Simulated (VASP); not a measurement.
Set up this calculation in VASP 6.6.1, as the native input.

```
Task                   : single point
Functional             : LDA
Potentials or basis    : VASP PAW LDA potentials, release 64 (Zr_sv)
Cutoff                 : 520 eV
k mesh                 : 10 × 10 × 16
Occupations            : gaussian, width 0.05 eV
Spin                   : no spin polarisation
Dipole correction      : no
Further INCAR settings : ALGO = Fast; EDIFF = 1e-06; NBANDS = 25
```

The structure of Zr lies in POSCAR:

```
Zr
1.0
    4.7501698065      0.0000000000      0.0000000000
   -2.3750849032      4.1137677247      0.0000000000
    0.0000000000      0.0000000000      2.9731776172
Zr
3
Direct
    0.0000000000      0.0000000000      0.0000000000
    0.3333333333      0.6666666667      0.5000000000
    0.6666666667      0.3333333333      0.5000000000
```

This isn't the form of Zr at room conditions, which is hcp.

The input as run:

INCAR

```
SYSTEM = Zr
ALGO = Fast
EDIFF = 1E-6
ENCUT = 520
ISIF = 2
ISMEAR = 0
LASPH = .True.
LCHARG = .True.
LELF = .True.
LREAL = .False.
LVHAR = .True.
LWAVE = .False.
NBANDS = 25
NELM = 80
PREC = Accurate
SIGMA = 0.05
```

KPOINTS

```
k-points
0
Gamma
  10 10 16
  0 0 0
```

Potentials or basis: VASP PAW LDA potentials, release 64 (Zr_sv).

Run with:

```console
$ cat potpaw_LDA.64/Zr_sv/POTCAR > POTCAR
$ mpirun -np 1 vasp_std > vasp.out
```

It gave:

* Pressure: 14.2 GPa
* Band gap on the k mesh: zero (bands 18 and 19 overlap by 0.86 eV)

Caveat: the cell stands under pressure.

Run time: 2.8 min on 1 thread of Intel(R) Xeon(R) Platinum 8259CL CPU @ 2.50GHz (Skylake/Cascade Lake), with other jobs on the host, peak memory 0.25 GiB.
